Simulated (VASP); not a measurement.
PbSe: single point with LDA

PbSe:

```
Pb Se
1.0
     0.00000    3.06065    3.06065
     3.06065    0.00000    3.06065
     3.06065    3.06065    0.00000
Pb Se
1 1
Cartesian
  0.0000 0.0000 0.0000
  3.0606 3.0606 3.0606
```

- Program: VASP 6.6.1
- Task: single point
- Functional: LDA
- Potentials or basis: VASP PAW LDA potentials, release 64 (Pb_d, Se)
- Cutoff: 500 eV
- k mesh: 6 × 6 × 6
- Occupations: fermi-dirac, width 0.02 eV
- Spin: no spin polarisation
- Dipole correction: no
- Further INCAR settings: ALGO = Normal; EDIFF = 1e-06; NBANDS = 17

The pressure is -2.1 GPa. The band gap on the k mesh is 0.16 eV.

Levels at points of the mesh, in eV from the valence-band top:
```tsv
k point	band 6	band 7	band 8	band 9	band 10	band 11	band 12	band 13	band 14	band 15
(0.00, 0.00, 0.00)	-13.62	-6.38	-1.87	-1.87	-1.87	4.60	4.60	4.60	6.48	6.48
(0.50, 0.00, 0.00)	-12.54	-8.86	-1.45	-1.45	0.00	0.16	1.61	1.61	8.41	10.09
(0.50, 0.50, 0.00)	-12.17	-7.45	-5.02	-3.24	-3.24	3.61	5.51	5.51	5.94	11.33
```

Wall time 10 s on 1 thread of AMD EPYC 7R13 Processor (Zen 3), on a shared host, peak memory 0.12 GiB.

Caveat: spin-orbit coupling is left out, which moves the levels of the heavy elements. A k mesh can miss the band edges.
